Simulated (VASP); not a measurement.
Write the native input for VASP 6.6.1 that does the following.

```
Task                   : single point
Functional             : PBE
Potentials or basis    : VASP PAW PBE potentials, release 64 (Ga_d, P)
Cutoff                 : 500 eV
k mesh                 : 14 × 14 × 12
Occupations            : gaussian, width 0.1 eV
Spin                   : no spin polarisation
Dipole correction      : no
Further INCAR settings : ALGO = Normal; EDIFF = 1e-06; NBANDS = 26
```

The structure of GaP lies in POSCAR:

```
GaP
1.0
    2.3373534207     -2.4425928777      0.0000000000
    2.3373534207      2.4425928777      0.0000000000
    0.0000000000      0.0000000000      4.4696774661
Ga P
2 2
Direct
    0.3469702174      0.6530297826      0.2500000000
    0.6530297826      0.3469702174      0.7500000000
    0.8417560249      0.1582439751      0.2500000000
    0.1582439751      0.8417560249      0.7500000000
```

These files were run (other wordings do the same):

INCAR

```
ALGO = Normal
EDIFF = 1E-6
ENCUT = 500
GGA = PE
GGA_COMPAT = False
ISIF = 2
ISMEAR = 0
LASPH = True
LCHARG = True
LELF = True
LREAL = False
LVHAR = True
LWAVE = False
NBANDS = 26
NELM = 120
PREC = Accurate
SIGMA = 0.1
```

KPOINTS

```
k-points
0
Gamma
  14 14 12
```

Potentials or basis: VASP PAW PBE potentials, release 64 (Ga_d, P).

The run is started by

```bash
$ cat potpaw_PBE.64/Ga_d/POTCAR potpaw_PBE.64/P/POTCAR > POTCAR
$ mpirun -np 1 vasp_std > vasp.out
```

It gave:

The pressure is 42.8 GPa and the band gap on the k mesh is zero (bands 18 and 19 overlap by 4.07 eV).

Caveat: the cell stands under pressure.

It took 10 min on 1 thread of Oxide Virtual Turin-like Processor, with other jobs on the host, peak memory 0.46 GiB.
